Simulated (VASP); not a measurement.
Write the native input for VASP 6.6.1 that does the following.

* Task: relaxation of the atoms
* Functional: PBEsol
* Potentials or basis: VASP PAW PBE potentials, release 64 (I, F, Cl)
* Cutoff: 520 eV
* k mesh: 8 × 8 × 5
* Occupations: fermi-dirac, width 0.0237 eV
* Spin: no spin polarisation
* Dipole correction: no
* Further INCAR settings: ALGO = Normal; EDIFF = 1e-06; IBRION = 2; EDIFFG = -0.01; NSW = 100

The structure of IClF lies in POSCAR:

```
IClF
1.0
    4.4013150000      0.0000000000      0.0000000000
    0.0000000000      4.4013150000      0.0000000000
    0.0000000000      0.0000000000      7.7500020000
I F Cl
2 2 2
Direct
    0.0000000000      0.5000000000      0.2000000000
    0.5000000000      0.0000000000      0.8000000000
    0.0000000000      0.0000000000      0.0000000000
    0.5000000000      0.5000000000      0.0000000000
    0.0000000000      0.5000000000      0.6500000000
    0.5000000000      0.0000000000      0.3500000000
```

One way to write it, as run:

INCAR

```
ALGO     = Normal         # electronic algorithm
EDIFF    = 1E-6           # SCF threshold, eV
EDIFFG   = -0.01          # ionic threshold
ENCUT    = 520            # plane-wave cutoff, eV
GGA      = PS             # functional
IBRION   = 2              # ionic algorithm
ISIF     = 2              # what is computed and relaxed
ISMEAR   = -1             # smearing method
KPAR     = 2            
LASPH    = True           # aspherical terms in the spheres
LCHARG   = False          # write CHGCAR
LREAL    = False          # projectors in reciprocal space
LWAVE    = False          # write WAVECAR
NELM     = 80             # most SCF steps
NSW      = 100            # ionic steps
PREC     = Accurate       # precision mode
SIGMA    = 0.0237         # smearing width, eV
```

KPOINTS

```
k-points
0
Gamma
  8 8 5
```

Potentials or basis: VASP PAW PBE potentials, release 64 (I, F, Cl).

The run is started by

```sh
$ cat potpaw_PBE.64/I/POTCAR potpaw_PBE.64/F/POTCAR potpaw_PBE.64/Cl/POTCAR > POTCAR
$ mpirun -np 2 vasp_std > vasp.out
```

Results of the run:

- Energy gained by relaxing: 65.3 meV/atom
- Ionic steps: 10
- Pressure after relaxing: -5.3 GPa
- Largest force after relaxing: 0.003 eV/Å
- Band gap on the k mesh: zero (bands 21 and 22 overlap by 0.97 eV)

Caveat: the PAW data sets were made with another functional, which shifts forces and pressure a little; spin-orbit coupling is left out, which moves the levels of the heavy elements; this functional lacks dispersion, which binds layers or chains, so the pressure and a relaxed spacing across them are unreliable.

It took 11 min on 2 MPI ranks on Intel(R) Xeon(R) Platinum 8259CL CPU @ 2.50GHz (Skylake/Cascade Lake), with other jobs on the host, peak memory 0.36 GiB a rank.
